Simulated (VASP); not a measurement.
Runs of VASP 6.6.1 on CsBr. The structure is that of space group Pm-3m (No. 221), or close to it. The cells are those of the table. 

| cell | gap on the mesh (eV) | pressure (GPa) |
| --- | --- | --- |
| a = 4.391 Å, 2 atoms | 4.24 | 0.0 |
| a = 4.171 Å, 2 atoms | 4.79 | 2.9 |
| a = 4.247 Å, 2 atoms | (a) | (c) |
| a = 4.459 Å, 2 atoms | (b) | -0.5 |

Alike in all rows: task single point; level PBE; potentials or basis VASP PAW PBE potentials, release 64 (Cs_sv, Br); no spin polarisation; k mesh 4 × 4 × 4; cutoff (eV) 500; smearing gaussian 0.01 eV.

Estimate the missing entries.

(a) 4.62; (b) 4.08; (c) 1.6.

Caveats: spin-orbit coupling is left out, which moves the levels of the heavy elements.

A k mesh can miss the band edges, and the runs leave out spin-orbit coupling on Br, Cs.
